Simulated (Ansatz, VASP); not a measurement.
# Two plane-wave programs on B

```
CELL_PARAMETERS angstrom
1.47201 -2.66039 0.00000
1.47201 2.66039 0.00000
0.00000 0.00000 3.26331
ATOMIC_POSITIONS crystal
B 0.65622 0.34378 0.59024
B 0.15622 0.84378 0.90976
B 0.34378 0.65622 0.40976
B 0.84378 0.15622 0.09024
```

Alike in both runs: task relaxation of cell and atoms; functional PBE; k mesh 18 × 18 × 14; occupations gaussian, width 0.1 eV; no spin polarisation.

```csv
,VASP,Ansatz
version,VASP 6.6.1,Ansatz 0.2.0
potentials or method,"VASP PAW PBE potentials, release 64 (B), cutoff 600 eV","scalar-relativistic, plane waves, PAW"
valence electrons in the cell,12,12
```

```tsv
	VASP	Ansatz	Ansatz less VASP
gap on the k mesh at the Fermi level, each at its own relaxed structure (eV)	none	none	-
relaxed volume (Å³/atom)	6.38	6.38	0.000
relaxed length of the cell vector where the two differ most in proportion (Å)	3.262	3.263	+0.0004
```

A gap of «none» marks a metal or a gap that the smearing closes.
